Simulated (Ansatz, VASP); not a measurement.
**Two plane-wave programs on Al**

```
Al
1.0
     3.04920    0.00000    0.00000
    -1.52460    2.64068    0.00000
     0.00000    0.00000    4.34140
Al
2
Direct
  0.66667 0.33333 0.75000
  0.33333 0.66667 0.25000
```

Alike in both runs: task single point; functional PBEsol; k mesh 18 × 18 × 10; occupations gaussian, width 0.15 eV; no spin polarisation.

|  | VASP | Ansatz |
| --- | --- | --- |
| version | VASP 6.6.1 | Ansatz 0.2.0 |
| potentials or method | VASP PAW PBE potentials, release 64 (Al), cutoff 520 eV | scalar-relativistic, plane waves, PAW |
| valence electrons in the cell | 6 | 6 |

Ansatz gave:

| Item | Value |
| --- | --- |
| gap on the k mesh at the Fermi level (eV) | none |
| pressure (GPa) | -3.2 |
| traceless stress, the component that is largest in VASP (GPa) | 4.60 |

Question: What did VASP give for the same quantities?

Answer: gap on the k mesh at the Fermi level (eV): none; pressure (GPa): -3.1; traceless stress, the component that is largest in VASP (GPa): 4.63.

VASP's potentials were made for PBE, not for PBEsol, and Ansatz warns of the same on its side. A gap of «none» marks a metal or a gap that the smearing closes.
